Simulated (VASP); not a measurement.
Here is a VASP 6.6.1 calculation.

File POSCAR:

```
BP
1.0
    0.0000000000      2.2690000000      2.0874800000
    2.2690000000      0.0000000000      2.0874800000
    2.2690000000      2.2690000000      0.0000000000
B P
1 1
Direct
    0.0000000000      0.0000000000      0.0000000000
    0.7500000000      0.7500000000      0.7500000000
```

The input INCAR.step1:

```
PREC = Accurate
ENCUT = 520
ISMEAR = 0
SIGMA = 0.05
LREAL = False
LASPH = True
NELM = 60
NBANDS = 11
GGA = PE
ALGO = Normal
EDIFF = 1E-4
LWAVE = True
LCHARG = False
```

Contents of INCAR.step2:

```
PREC = Accurate
ENCUT = 520
EDIFF = 1E-7
ISMEAR = 0
SIGMA = 0.05
LREAL = False
LASPH = True
NELM = 60
ALGO = Normal
ISIF = 2
LWAVE = False
LCHARG = False
METAGGA = R2SCAN
LMIXTAU = True
NBANDS = 11
ISTART = 1
```

The input KPOINTS:

```
regular mesh
0
Gamma
  10 10 10
```

Potentials or basis: VASP PAW PBE potentials, release 64 (B, P).

Run with:

```console
$ cat potpaw_PBE.64/B/POTCAR potpaw_PBE.64/P/POTCAR > POTCAR
$ cp INCAR.step1 INCAR
$ mpirun -np 1 vasp_std > vasp.out
$ cp INCAR.step2 INCAR
$ mpirun -np 1 vasp_std > vasp.out
```

**Question.** What does it give for the pressure?

**Answer.** 15.5 GPa.

**Question.** Predict the band gap on the k mesh.

**Answer.** Zero (filled and empty bands touch).

Stress tensor (GPa, compression positive):
```
 7.94  0.00  0.00
 0.00  7.94  0.00
 0.00  0.00 30.48
```

Caveat: the cell differs from its parent crystal (strain +0.000 along x and y, -0.080 along z); the stress differs along the axes, from 8 to 30 GPa; semilocal functionals underestimate gaps, and a narrow one can read as zero; the PAW data sets were made with another functional, which shifts forces and pressure a little.
